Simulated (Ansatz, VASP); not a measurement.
**ZnS in VASP and in Ansatz**

Contents of INCAR:

```
PREC = Accurate
ENCUT = 500
EDIFF = 1E-6
ISMEAR = 0
SIGMA = 0.01
LREAL = False
LASPH = True
NELM = 120
ALGO = Normal
ISIF = 2
LWAVE = False
LCHARG = False
GGA = PE
NBANDS = 26
GGA_COMPAT = False
```

File KPOINTS:

```
Automatic mesh
0
Gamma
  6 6 4
```

File POSCAR:

```
ZnS
1.0
    3.9212083339      0.0000000000      0.0000000000
   -1.9606041670      3.3958660307      0.0000000000
    0.0000000000      0.0000000000      6.4276614655
Zn S
2 2
Direct
    0.3333333333      0.6666666667      0.0052011311
    0.6666666667      0.3333333333      0.5052011311
    0.3333333333      0.6666666667      0.3797988689
    0.6666666667      0.3333333333      0.8797988689
```

Input for Ansatz:

```yaml
crystal:
  lattice:
    - [3.9212083339, 0.0, 0.0]
    - [-1.960604167, 3.3958660307, 0.0]
    - [0.0, 0.0, 6.4276614655]
  atoms:
    - { symbol: Zn, position: [0.3333333333, 0.6666666667, 0.0052011311] }
    - { symbol: Zn, position: [0.6666666667, 0.3333333333, 0.5052011311] }
    - { symbol: S, position: [0.3333333333, 0.6666666667, 0.3797988689] }
    - { symbol: S, position: [0.6666666667, 0.3333333333, 0.8797988689] }
kpoints:
  mp_grid: { grid: [6, 6, 4] }
hamiltonian:
  xc: pbe
scf:
  occupations: { method: fixed }
  n_extra_bands: 5
output:
  forces: true
  stress: true
  eigenvalues: true
```

Alike in both runs: task single point; functional PBE; k mesh 6 × 6 × 4; no spin polarisation.

```csv
,VASP,Ansatz
version,VASP 6.6.1,Ansatz 0.2.0
potentials or method,"VASP PAW PBE potentials, release 64 (Zn, S)","plane waves, PAW"
plane-wave cutoff (eV),500,420
occupations,"gaussian, width 0.01 eV",fixed
valence electrons in the cell,36,36
```

Ansatz gave:

* gap on the k mesh at the Fermi level (eV): 1.82
* pressure (GPa): -3.5
* rms of the force components (eV/Å): 0.005

Question: Which values does VASP return?

Answer: gap on the k mesh at the Fermi level (eV): 1.82; pressure (GPa): -3.4; rms of the force components (eV/Å): 0.005.

Atom by atom the forces differ by 0.000 eV/Å (rms over components).
